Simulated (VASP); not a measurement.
Write the native input for VASP 6.6.1 that does the following.

```
Task                   : single point
Functional             : LDA
Potentials or basis    : VASP PAW LDA potentials, release 64 (Re_sv_GW)
Cutoff                 : 500 eV
k mesh                 : 18 × 18 × 18
Occupations            : fermi-dirac, width 0.08 eV
Spin                   : no spin polarisation
Dipole correction      : no
Second run             : valence_matched
Further INCAR settings : ALGO = Normal; EDIFF = 1e-06; NBANDS = 14
```

The structure of Re lies in POSCAR:

```
Re
1.0
    0.0000000000      1.9304798512      1.9304798512
    1.9304798512      0.0000000000      1.9304798512
    1.9304798512      1.9304798512      0.0000000000
Re
1
Direct
    0.0000000000      0.0000000000      0.0000000000
```

The input as run:

INCAR

```
PREC = Accurate
ENCUT = 500
EDIFF = 1E-6
ISMEAR = -1
SIGMA = 0.08
LREAL = F
LASPH = T
NELM = 120
ALGO = Normal
ISIF = 2
LWAVE = F
LCHARG = T
GGA = CA
LELF = T
LVHAR = T
NBANDS = 14
GGA_COMPAT = F
```

KPOINTS

```
regular mesh
0
Gamma
  18 18 18
```

Potentials or basis: VASP PAW LDA potentials, release 64 (Re_sv_GW).

Launch:

```sh
$ cat potpaw_LDA.64/Re_sv_GW/POTCAR > POTCAR
$ mpirun -np 1 vasp_std > vasp.out
```

It gave:

| Property | Result |
| --- | --- |
| Pressure | -1.1 GPa |

Wall time 21 s on 1 thread of Intel(R) Xeon(R) Platinum 8488C (Sapphire Rapids), on a shared host, peak memory 0.15 GiB.
